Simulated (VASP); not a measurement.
Input of a VASP 6.6.1 run:

Contents of INCAR:

```
ALGO     = Normal         # electronic algorithm
EDIFF    = 1E-6           # SCF threshold, eV
ENCUT    = 520            # plane-wave cutoff, eV
GGA      = CA             # functional
ISIF     = 2              # what is computed and relaxed
ISMEAR   = 1              # smearing method
LASPH    = True           # aspherical terms in the spheres
LCHARG   = False          # write CHGCAR
LREAL    = False          # projectors in reciprocal space
LWAVE    = False          # write WAVECAR
NBANDS   = 12             # bands
NELM     = 100            # most SCF steps
PREC     = Accurate       # precision mode
SIGMA    = 0.2            # smearing width, eV
```

Contents of KPOINTS:

```
k-points
0
Gamma
  16 16 16
```

POSCAR

```
Cr
1.0
   -1.3942485114      1.3942485114      1.3942485114
    1.3942485114     -1.3942485114      1.3942485114
    1.3942485114      1.3942485114     -1.3942485114
Cr
1
Direct
    0.0000000000      0.0000000000      0.0000000000
```

Potentials or basis: VASP PAW LDA potentials, release 64 (Cr_pv).

Launch:

```console
$ cat potpaw_LDA.64/Cr_pv/POTCAR > POTCAR
$ mpirun -np 1 vasp_std > vasp.out
```

Question: Estimate the band gap on the k mesh.

Answer: Zero (band 6 reaches 14.42 eV, above the bottom of band 7 at 10.72 eV).

Question: What does it give for the pressure?

Answer: 0.0 GPa.

Caveat: the run has no spin polarisation, though such a crystal can be magnetic. Spin polarisation is off, so any magnetic state and its effect on volume and gap are missing.
